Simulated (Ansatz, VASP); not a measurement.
## Two plane-wave programs on Rh

```
Rh
1.0
     2.63877    0.00000    0.00000
    -1.31938    2.28524    0.00000
     0.00000    0.00000    2.54576
Rh
1
Direct
  0.00000 0.00000 0.00000
```

Change from the starting cell: volume scaled by 1, PAW files.

Alike in both runs: task single point; functional PBE; k mesh 17 × 17 × 15; occupations fermi-dirac, width 0.1 eV; no spin polarisation.

|  | VASP | Ansatz |
| --- | --- | --- |
| version | VASP 6.6.1 | Ansatz 0.2.0 |
| potentials or method | VASP PAW PBE potentials, release 64 (Rh_pv) | PAW with Ansatz's default frozen-core files, scalar-relativistic |
| plane-wave cutoff (eV) | 520 | 420 |
| valence electrons in the cell | 15 | 17 |

```tsv
	VASP	Ansatz	Ansatz less VASP
pressure (GPa)	0.0	0.0	-0.03
```

VASP's potentials hold 15 valence electrons a cell and Ansatz's 17, so a difference there can come from the potentials and not from the codes.
